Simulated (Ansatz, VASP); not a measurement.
# One calculation of AgBr, two programs

The input INCAR:

```
SYSTEM = AgBr
  PREC = Accurate
  ENCUT = 400
  EDIFF = 1E-8
  ISMEAR = -1
  SIGMA = 0.03
  LREAL = .False.
  LASPH = .True.
  NELM = 120
  ALGO = Normal
  ISIF = 2
  LWAVE = .False.
  LCHARG = .False.
  GGA = PE
  LEFG = .True.
  NBANDS = 16
  GGA_COMPAT = .False.
```

Contents of KPOINTS:

```
Automatic mesh
0
Gamma
  13 13 13
  0 0 0
```

Contents of POSCAR:

```
AgBr
1.0
    0.0000000000      2.8959052097      2.8959052097
    2.8959052097      0.0000000000      2.8959052097
    2.8959052097      2.8959052097      0.0000000000
Ag Br
1 1
Direct
    0.0000000000      0.0000000000      0.0000000000
    0.5000000000      0.5000000000      0.5000000000
```

Input for Ansatz:

```yaml
crystal:
  lattice:
    - [0.0, 2.8959052097, 2.8959052097]
    - [2.8959052097, 0.0, 2.8959052097]
    - [2.8959052097, 2.8959052097, 0.0]
  atoms:
    - { symbol: Ag, position: [0.0, 0.0, 0.0] }
    - { symbol: Br, position: [0.5, 0.5, 0.5] }
kpoints:
  mp_grid: { grid: [13, 13, 13] }
scf:
  occupations: { method: fermi_dirac, width: 0.03 }
hamiltonian:
  xc: pbe
  pseudopotentials: { kind: paw }
output:
  forces: true
  stress: true
  eigenvalues: true
  efg: { contact_densities: true }
```

Change from the starting cell: volume scaled by 0.975, PAW files.

Alike in both runs: task electric field gradients; functional PBE; k mesh 13 × 13 × 13; occupations fermi-dirac, width 0.03 eV; no spin polarisation.

```csv
,VASP,Ansatz
version,VASP 6.6.1,Ansatz 0.2.0
potentials or method,"VASP PAW PBE potentials, release 64 (Ag, Br)","PAW with Ansatz's default frozen-core files, scalar-relativistic"
plane-wave cutoff (eV),400,420
valence electrons in the cell,18,26
```

Ansatz gave:

| Property | Result |
| --- | --- |
| pressure (GPa) | 1.0 |

Q: What did VASP give for the same quantities?

A: Pressure (GPa): 0.8.

The functional is the same, so the differences come from potentials, cutoffs and numerics. VASP's potentials hold 18 valence electrons a cell and Ansatz's 26, so a difference there can come from the potentials and not from the codes.
